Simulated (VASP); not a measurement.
Wanted: the native input for a VASP 6.6.1 run.

- Task: single point
- Functional: PBE
- Potentials or basis: VASP PAW PBE potentials, release 64 (Ta_pv)
- Cutoff: 520 eV
- k mesh: 20 × 20 × 20
- Occupations: gaussian, width 0.15 eV
- Spin: no spin polarisation
- Dipole correction: no
- Further INCAR settings: ALGO = Fast; EDIFF = 1e-07; NBANDS = 12

The structure of Ta lies in POSCAR:

```
Ta
1.0
   -1.6017416000      1.6017416000      1.7008184000
    1.6017416000     -1.6017416000      1.7008184000
    1.6017416000      1.6017416000     -1.7008184000
Ta
1
Direct
    0.0000000000      0.0000000000      0.0000000000
```

This cell differs from its parent crystal: strain -0.030 along x and y, +0.030 along z.

One way to write it, as run:

INCAR

```
ALGO = Fast ; EDIFF = 1E-7
ENCUT = 520 ; GGA = PE
ISIF = 2 ; ISMEAR = 0
LASPH = True ; LCHARG = True
LELF = True ; LREAL = False
LVHAR = True ; LWAVE = False
NBANDS = 12 ; NELM = 100
PREC = Accurate ; SIGMA = 0.15
```

KPOINTS

```
k-points
0
Gamma
  20 20 20
```

Potentials or basis: VASP PAW PBE potentials, release 64 (Ta_pv).

Launch:

```bash
$ cat potpaw_PBE.64/Ta_pv/POTCAR > POTCAR
$ mpirun -np 1 vasp_std > vasp.out
```

Results of the run:

The pressure is 10.5 GPa and the band gap on the k mesh is zero (an odd number of electrons rules out a gap without spin polarisation).

Caveat: the cell differs from its parent crystal (strain -0.030 along x and y, +0.030 along z); the cell stands under pressure; spin-orbit coupling is left out, which moves the levels of the heavy elements.

Run time: 48 s on 1 thread of Intel(R) Xeon(R) 6975P-C (Granite Rapids), on a shared host, peak memory 0.24 GiB.
